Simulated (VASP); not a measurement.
Ga4As3N, 8 atoms in the cell. The structure is orthorhombic, space group Cmmm (No. 65). The conventional cell has a = 8.425 Å, b = 10.653 Å, c = 3.120 Å, α = 90.00°, β = 90.00°, γ = 90.00°. Ga (site symmetry 2mm) has 2 N at 2.15 Å and 2 As at 2.74 Å within 2.8 Å. Ga (site symmetry m2m) has 5 As at 2.52 to 2.63 Å and 1 N at 2.81 Å and 2 Ga at 3.12 Å within 3.3 Å. As (site symmetry 2/m) has 6 Ga at 2.63 to 2.74 Å and 2 As at 3.12 Å within 3.5 Å. As (site symmetry mmm) has 6 Ga at 2.52 to 3.15 Å and 2 As at 3.12 Å within 3.3 Å. Within 2.9 Å of N (site symmetry mmm) lie 6 Ga at 2.15 to 2.81 Å. 

```yaml
Program: VASP 6.6.1
Task: single point
Functional: PBE
Potentials_or_basis: VASP PAW PBE potentials, release 64 (Ga_d, As, N)
Cutoff: 520 eV
k_mesh: 6 × 6 × 12
Occupations: gaussian, width 0.1 eV
Spin: no spin polarisation
Dipole_correction: no
Further_INCAR_settings: ALGO = Normal; EDIFF = 1e-06; NBANDS = 46
```

Potentials or basis: VASP PAW PBE potentials, release 64 (Ga_d, As, N).

The run is started by

```bash
$ cat potpaw_PBE.64/Ga_d/POTCAR potpaw_PBE.64/As/POTCAR potpaw_PBE.64/N/POTCAR > POTCAR
$ mpirun -np 1 vasp_std > vasp.out
```

Hardware: 1 thread of Intel Xeon 8259CL, with other jobs on the host.

Q: Estimate the wall time of this run.

A: It took 17 min on 1 thread of Intel Xeon 8259CL, on a shared host, peak memory 0.57 GiB. Counts: scf iterations 14, k points 91.
